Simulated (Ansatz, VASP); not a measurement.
One calculation of TaN, two programs

```xyz
8
Lattice="1.4533 -2.5172 0.0000 0.0000 0.0000 -2.8514 9.5505 4.3953 0.0000" Properties=species:S:1:pos:R:3 pbc="T T T"
Ta    8.7198    3.3563   -1.4257
Ta    1.4534    0.8391   -1.4257
Ta    4.3600    0.8391   -1.4257
Ta    5.8133    3.3563   -1.4257
N     7.2665    4.1953    0.0000
N     1.4534   -0.8390    0.0000
N     2.9067    1.6782    0.0000
N     5.8133    1.6782    0.0000
```

Alike in both runs: task single point; functional LDA; k mesh 15 × 15 × 5; occupations gaussian, width 0.15 eV; no spin polarisation.

|  | VASP | Ansatz |
| --- | --- | --- |
| version | VASP 6.6.1 | Ansatz 0.2.0 |
| potentials or method | VASP PAW LDA potentials, release 64 (Ta_pv, N), cutoff 520 eV | scalar-relativistic, plane waves, PAW |
| valence electrons in the cell | 64 | 72 |

|  | VASP | Ansatz | Ansatz less VASP |
| --- | --- | --- | --- |
| gap on the k mesh at the Fermi level (eV) | none | none | - |
| pressure (GPa) | -5.3 | -7.1 | -1.79 |
| traceless stress, the component that is largest in VASP (GPa) | -5.75 | -5.62 | +0.128 |
| rms of the force components (eV/Å) | 0.561 | 0.556 | -0.0051 |

Ansatz warns that its potentials were made for another functional, while VASP's fit it. LDA's correlation is that of Perdew and Zunger in VASP and of Perdew and Wang (1992) in Ansatz. Atom by atom the forces differ by 0.020 eV/Å (rms over components). A gap of «none» marks a metal or a gap that the smearing closes. VASP's potentials hold 64 valence electrons a cell and Ansatz's 72, so a difference there can come from the potentials and not from the codes.

Spin-orbit coupling is off throughout.
